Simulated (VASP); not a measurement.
# Ti (Pm-3m) in VASP: single point with PBEsol

Aim: the single point of Ti with PBEsol.

Program: VASP 6.6.1. These are calculated values, not measurements. Logs are shortened: lines on timing, memory, paths and dates and some standing lists are left out, and cuts for length are marked.

## 1. The cell of the first run

Symmetry: Pm-3m, No. 221, cubic system. Conventional cell: a = 2.596 Å, b = 2.596 Å, c = 2.596 Å, α = 90.00°, β = 90.00°, γ = 90.00°. Ti (site symmetry m-3m) has 6 Ti at 2.60 Å within 3.4 Å.

## 2. Single point, PBEsol

Input file INCAR:

```
  ALGO = Normal
  EDIFF = 1E-6
  ENCUT = 520
  GGA = PS
  ISIF = 2
  ISMEAR = -1
  LASPH = True
  LCHARG = False
  LREAL = False
  LWAVE = False
  NBANDS = 12
  NELM = 80
  PREC = Accurate
  SIGMA = 0.08
```

Input file KPOINTS:

```
k-points
0
Gamma
  14 14 14
```

Input file POSCAR:

```
Ti
1.0
    2.5958144861      0.0000000000      0.0000000000
    0.0000000000      2.5958144861      0.0000000000
    0.0000000000      0.0000000000      2.5958144861
Ti
1
Direct
    0.0000000000      0.0000000000      0.0000000000
```

Potentials or basis: VASP PAW PBE potentials, release 64 (Ti_sv).

Run with:

```sh
$ cat potpaw_PBE.64/Ti_sv/POTCAR > POTCAR
$ mpirun -np 1 vasp_std > vasp.out
```

OUTCAR:

```text
EDIFF = 1E-6
   ENCUT = 520
   GGA = PS
   ISIF = 2
   ISMEAR = -1
   LASPH = True
   LREAL = False
   NELM = 80
   PREC = Accurate

 ion  position               nearest neighbor table
   1  0.000  0.000  0.000-

  LATTYP: Found a simple cubic cell.
 ALAT       =     2.5958144861

  Lattice vectors:

 A1 = (   2.5958144861,   0.0000000000,   0.0000000000)
 A2 = (   0.0000000000,   2.5958144861,   0.0000000000)
 A3 = (   0.0000000000,   0.0000000000,   2.5958144861)

Analysis of symmetry for initial positions (statically):
=====================================================================
 Subroutine PRICEL returns:
 Original cell was already a primitive cell.

 Routine SETGRP: Setting up the symmetry group for a
 simple cubic supercell.

 Subroutine GETGRP returns: Found 48 space group operations
 (whereof 48 operations were pure point group operations)
 out of a pool of 48 trial point group operations.

The static configuration has the point symmetry O_h .

Analysis of symmetry for dynamics (positions and initial velocities):
=====================================================================
 Subroutine PRICEL returns:
 Original cell was already a primitive cell.

 Routine SETGRP: Setting up the symmetry group for a
 simple cubic supercell.

 Subroutine GETGRP returns: Found 48 space group operations
 (whereof 48 operations were pure point group operations)
 out of a pool of 48 trial point group operations.

The dynamic configuration has the point symmetry O_h .

 Subroutine INISYM returns: Found 48 space group operations
 (whereof 48 operations are pure point group operations),
 and found     1 'primitive' translations

----------------------------------------------------------------------------------------

                                     Primitive cell

  volume of cell :      17.4913

  direct lattice vectors                    reciprocal lattice vectors
     2.595814486  0.000000000  0.000000000     0.385235542  0.000000000  0.000000000
     0.000000000  2.595814486  0.000000000     0.000000000  0.385235542  0.000000000
     0.000000000  0.000000000  2.595814486     0.000000000  0.000000000  0.385235542

  length of vectors
     2.595814486  2.595814486  2.595814486     0.385235542  0.385235542  0.385235542

  position of ions in fractional coordinates (direct lattice)
     0.000000000  0.000000000  0.000000000

  ion indices of the primitive-cell ions
   primitive index   ion index
                 1           1

----------------------------------------------------------------------------------------

 KPOINTS: k-points

Automatic generation of k-mesh.
 Grid dimensions read from file:
 generate k-points for:   14   14   14

 Generating k-lattice:

  Cartesian coordinates                     Fractional coordinates (reciprocal lattice)
     0.027516824  0.000000000  0.000000000     0.071428571  0.000000000  0.000000000
     0.000000000  0.027516824  0.000000000     0.000000000  0.071428571  0.000000000
     0.000000000  0.000000000  0.027516824     0.000000000  0.000000000  0.071428571

  Length of vectors
     0.027516824  0.027516824  0.027516824

  Shift w.r.t. Gamma in fractional coordinates (k-lattice)
     0.000000000  0.000000000  0.000000000

 Subroutine IBZKPT returns following result:
 ===========================================

 Found    120 irreducible k-points:

 Following reciprocal coordinates:
            Coordinates               Weight
  0.000000  0.000000  0.000000      1.000000
  0.071429  0.000000  0.000000      6.000000
  0.142857  0.000000  0.000000      6.000000
  0.214286  0.000000  0.000000      6.000000
  0.285714  0.000000  0.000000      6.000000
  0.357143  0.000000  0.000000      6.000000
[... 16 lines left out ...]
  0.285714  0.214286  0.000000     24.000000
  0.357143  0.214286  0.000000     24.000000
 [... further k-points ...]
   k-points           NKPTS =    120   k-points in BZ     NKDIM =    120   number of bands    NBANDS=     12
   number of dos      NEDOS =    301   number of ions     NIONS =      1
   total plane-waves  NPLWV =   8000
   dimension x,y,z NGX =    20 NGY =   20 NGZ =   20
   dimension x,y,z NGXF=    40 NGYF=   40 NGZF=   40
   ions per type =               1
   NGX,Y,Z   is equivalent  to a cutoff of  12.81, 12.81, 12.81 a.u.
   NGXF,Y,Z  is equivalent  to a cutoff of  25.62, 25.62, 25.62 a.u.
 SYSTEM =  unknown system
   PREC   = accura    normal or accurate (medium, high low for compatibility)
   ISTART =      0    job   : 0-new  1-cont  2-samecut
   ICHARG =      2    charge: 1-file 2-atom 10-const
   ISPIN  =      1    spin polarized calculation?
   LNONCOLLINEAR =      F non collinear calculations
   LSORBIT =      F    spin-orbit coupling
   LASPH  =      T    aspherical Exc in radial PAW
   ENCUT  =  520.0 eV  38.22 Ry    6.18 a.u.   4.83  4.83  4.83*2*pi/ulx,y,z
   NELM   =     80;   NELMIN=  2; NELMDL= -5     # of ELM steps
   EDIFF  = 0.1E-05   stopping-criterion for ELM
   LREAL  =      F    real-space projection
   EDIFFG = 0.1E-04   stopping-criterion for IOM
   NSW    =      0    number of steps for IOM
   IBRION =     -1    ionic relax: 0-MD 1-quasi-New 2-CG
   NFREE  =      0    steps in history (QN), initial steepest desc. (CG)
   ISIF   =      2    stress and relaxation
   ISYM   =      2    0-nonsym 1-usesym 2-fastsym
   POTIM  = 0.5000    time-step for ionic-motion
   TEBEG  =    0.0;   TEEND  =   0.0 temperature during run
   PSTRESS=    0.0 pullay stress
   NELECT =      12.0000    total number of electrons
   NUPDOWN=      -1.0000    fix difference up-down
   EMIN   =  10.00;   EMAX   =-10.00  energy-range for DOS
   EFERMI =   0.00;   METHOD = LEGACY
   ISMEAR =    -1;   SIGMA  =   0.08  broadening in eV -4-tet -1-fermi 0-gaus
   EFERMI_NEDOS =   21; number of points for ismear=-14 and -15
   IALGO  =     38    algorithm
   IMIX   =      4    mixing-type and parameters
     AMIX     =   0.40;   BMIX     =  1.00
     AMIX_MAG =   1.60;   BMIX_MAG =  1.00
  volume/ion in A,a.u.               =      17.49       118.04
  Fermi-wavevector in a.u.,A,eV,Ry     =   1.443871  2.728520 28.364912  2.084762
  Thomas-Fermi vector in A             =   2.562229
   LORBIT       =      0    0 simple, 1 ext, 2 COOP (PROOUT), +10 PAW based schemes
   GGA     = PS    functional components
   LHFCALC =     F    Hartree Fock is set to
   AEXX    =    0.0000 exact exchange contribution
   IVDW    =     0    specifies the selected vdW correction
   LEPSILON=     F    determine dielectric tensor
   LRPA    =     F    only Hartree local field effects (RPA)
 non-spin polarized calculation
  energy-cutoff  :      520.00
  volume of cell :       17.49
 maximum number of plane-waves:       484
 NGX is ok and might be reduce to    20
   NGX =  9   NGY =  9   NGZ =  9

 number of electron      11.9999999 magnetization

 Free energy of the ion-electron system (eV)
  ---------------------------------------------------
  ext. energy  EPLUGINS =         0.00000000
  ---------------------------------------------------
  free energy    TOTEN  =        -7.52343011 eV

  energy without entropy =       -7.47767850  energy(sigma->0) =       -7.50055431

 E-fermi :   7.9146     XC(G=0): -11.5009

 val. band max:        7.8882431178   @ k =   0.3571   0.2857   0.1429
 cond. band min:       7.9182717406   @ k =   0.4286   0.0000   0.0000
 fundamental gap:      0.0300286229
 Fermi energy:         7.9145699190

 k-point     1 :       0.0000    0.0000    0.0000
  band No.  band energies     occupation
      1     -48.3651      2.00000
      2     -24.1690      2.00000
      3     -24.1690      2.00000
      4     -24.1690      2.00000
      5       2.1025      2.00000
      6       6.5378      2.00000
      7       6.5378      2.00000
      8      12.0575      0.00000
      9      12.0575      0.00000
     10      12.0575      0.00000
     11      24.1247      0.00000
     12      24.1247      0.00000

 k-point     2 :       0.0714    0.0000    0.0000
  band No.  band energies     occupation
      1     -48.3577      2.00000
      2     -24.2216      2.00000
      3     -24.1645      2.00000
      4     -24.1645      2.00000
      5       2.2411      2.00000
      6       6.5724      2.00000
      7       6.6417      2.00000
      8      11.9365      0.00000
      9      11.9365      0.00000
     10      12.0664      0.00000
     11      23.0963      0.00000
     12      24.3487      0.00000

 k-point     3 :       0.1429    0.0000    0.0000
  band No.  band energies     occupation
      1     -48.3369      2.00000
      2     -24.3674      2.00000
      3     -24.1520      2.00000
      4     -24.1520      2.00000
      5       2.6403      2.00000
      6       6.6707      2.00000
      7       6.9340      1.99999
      8      11.6139      0.00000
      9      11.6139      0.00000
     10      12.0914      0.00000
     11      21.1870      0.00000
     12      24.9814      0.00000

 k-point     4 :       0.2143    0.0000    0.0000
  band No.  band energies     occupation
      1     -48.3066      2.00000
      2     -24.5743      2.00000
      3     -24.1338      2.00000
      4     -24.1338      2.00000
      5       3.2562      2.00000
      6       6.8173      2.00000
      7       7.3497      1.99828
      8      11.1835      0.00000
      9      11.1835      0.00000
     10      12.1278      0.00000
     11      19.2839      0.00000
     12      25.9329      0.00000

 k-point     5 :       0.2857    0.0000    0.0000
  band No.  band energies     occupation
      1     -48.2727      2.00000
      2     -24.7989      2.00000
      3     -24.1135      2.00000
      4     -24.1135      2.00000
      5       4.0271      2.00000
      6       6.9865      1.99998
      7       7.7619      1.74171
      8      10.7456      0.00000
      9      10.7456      0.00000
     10      12.1686      0.00000
     11      17.6632      0.00000
     12      26.3501      0.00000
[... 228 lines left out ...]
      1     -48.1859      2.00000
      2     -25.1510      2.00000
      3     -24.2629      2.00000
      4     -24.0619      2.00000
      5       6.5672      2.00000
      6       7.0076      1.99998
      7       7.7541      1.76278
      8      10.1381      0.00000
      9      10.7973      0.00000
     10      11.8721      0.00000
     11      15.5650      0.00000
     12      24.3997      0.00000

 k-point    22 :       0.2143    0.2143    0.0000
  band No.  band energies     occupation
      1     -48.2491      2.00000
      2     -24.5455      2.00000
      3     -24.5119      2.00000
      4     -24.0994      2.00000
      5       4.2629      2.00000
      6       7.2535      1.99948
      7       8.0430      0.33441
      8      10.3014      0.00000
      9      11.1957      0.00000
     10      11.4204      0.00000
     11      19.8588      0.00000
     12      21.1463      0.00000

 k-point    23 :       0.2857    0.2143    0.0000
  band No.  band energies     occupation
      1     -48.2158      2.00000
      2     -24.7490      2.00000
      3     -24.5013      2.00000
      4     -24.0796      2.00000
      5       4.8826      2.00000
      6       7.3452      1.99838
      7       8.4599      0.00219
      8      10.1467      0.00000
      9      10.8678      0.00000
     10      11.4017      0.00000
     11      18.4379      0.00000
     12      21.5419      0.00000

 k-point    24 :       0.3571    0.2143    0.0000
  band No.  band energies     occupation
      1     -48.1856      2.00000
      2     -24.9418      2.00000
      3     -24.4783      2.00000
      4     -24.0617      2.00000
      5       5.5192      2.00000
      6       7.3258      1.99873
      7       8.5558      0.00066
      8      10.5229      0.00000
      9      10.5310      0.00000
     10      11.4512      0.00000
     11      16.9845      0.00000
     12      22.2972      0.00000

 [... further k-points ...]

------------------------ aborting loop because EDIFF is reached ----------------------------------------

  FORCE on cell =-STRESS in cart. coord.  units (eV):
  Direction    XX          YY          ZZ          XY          YZ          ZX
  --------------------------------------------------------------------------------------
  -------------------------------------------------------------------------------------
  Total       -0.0109910     -0.0109910     -0.0109910      0.0000000     -0.0000000      0.0000000
  in kB       -1.0067589     -1.0067589     -1.0067589      0.0000000     -0.0000000      0.0000000
  external PRESSURE =      -1.0067589 kB  Pullay stress =       0.0000000 kB

 VOLUME and BASIS-vectors are now :
 -----------------------------------------------------------------------------
  energy-cutoff  :      520.00
  volume of cell :       17.49
      direct lattice vectors                 reciprocal lattice vectors
     2.595814486  0.000000000  0.000000000     0.385235542  0.000000000  0.000000000
     0.000000000  2.595814486  0.000000000     0.000000000  0.385235542  0.000000000
     0.000000000  0.000000000  2.595814486     0.000000000  0.000000000  0.385235542

 POSITION                                       TOTAL-FORCE (eV/Angst)
 -----------------------------------------------------------------------------------
      0.00000      0.00000      0.00000         0.000000      0.000000      0.000000
 -----------------------------------------------------------------------------------
    total drift:                               -0.000000     -0.000000     -0.000000

  FREE ENERGIE OF THE ION-ELECTRON SYSTEM (eV)
  ---------------------------------------------------
  free  energy   TOTEN  =        -7.5234301135 eV

  energy  without entropy=       -7.4776785035  energy(sigma->0) =       -7.50055431
```

It took 15 s on 1 thread of AMD EPYC 7R43 (Zen 3), shared host; peak memory 0.1 GiB.

What came out:

```yaml
Free_energy: -7.5234 eV
Pressure: -0.1 GPa
Band_gap_on_the_k_mesh: zero (band 6 reaches 8.62 eV, above the bottom of band 7 at 6.54 eV)
```

Caveat: the PAW data sets were made with another functional, which shifts forces and pressure a little.
